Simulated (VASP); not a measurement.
## MgSiN: single point with PBE

The system is MgSiN.

```
Mg Si N
1.0
     2.73281    0.00000    0.00000
     0.00000    2.73281    0.00000
     0.00000    0.00000    6.07190
Mg Si N
1 1 1
Direct
  0.50000 0.50000 0.50000
  0.50000 0.50000 0.00000
  0.00000 0.00000 0.00000
```

```
Program                : VASP 6.6.1
Task                   : single point
Functional             : PBE
Potentials or basis    : VASP PAW PBE potentials, release 64 (Mg, Si, N)
Cutoff                 : 520 eV
k mesh                 : 6 × 6 × 6
Occupations            : gaussian, width 0.1 eV
Spin                   : no spin polarisation
Dipole correction      : no
Further INCAR settings : ALGO = Normal; EDIFF = 1e-06; NBANDS = 12
```

The pressure is 0.2 GPa.

Levels at points of the mesh, in eV from the Fermi level:
```csv
k point,band 2,band 3,band 4,band 5,band 6,band 7,band 8,band 9
"(0.00, 0.00, 0.00)",-7.18,-5.62,-4.46,-4.46,-0.53,1.46,5.23,7.02
"(0.50, 0.00, 0.00)",-11.64,-4.16,-3.49,-1.55,-0.88,-0.49,4.59,4.97
"(0.50, 0.50, 0.00)",-9.18,-9.18,-3.96,-2.47,1.70,3.43,3.43,4.01
"(0.00, 0.00, 0.50)",-7.83,-4.46,-4.46,-3.56,-2.55,2.43,4.09,5.26
"(0.50, 0.00, 0.50)",-11.63,-4.35,-3.49,-2.45,-0.10,1.84,2.99,3.51
"(0.50, 0.50, 0.50)",-9.18,-9.18,-3.92,-2.51,1.36,2.69,2.69,4.35
```

Run time: 10 s on 1 thread of Intel(R) Xeon(R) Platinum 8488C (Sapphire Rapids) (shared host), peak memory 0.16 GiB.

Caveat: the k points lie up to 0.38 Å⁻¹ apart.
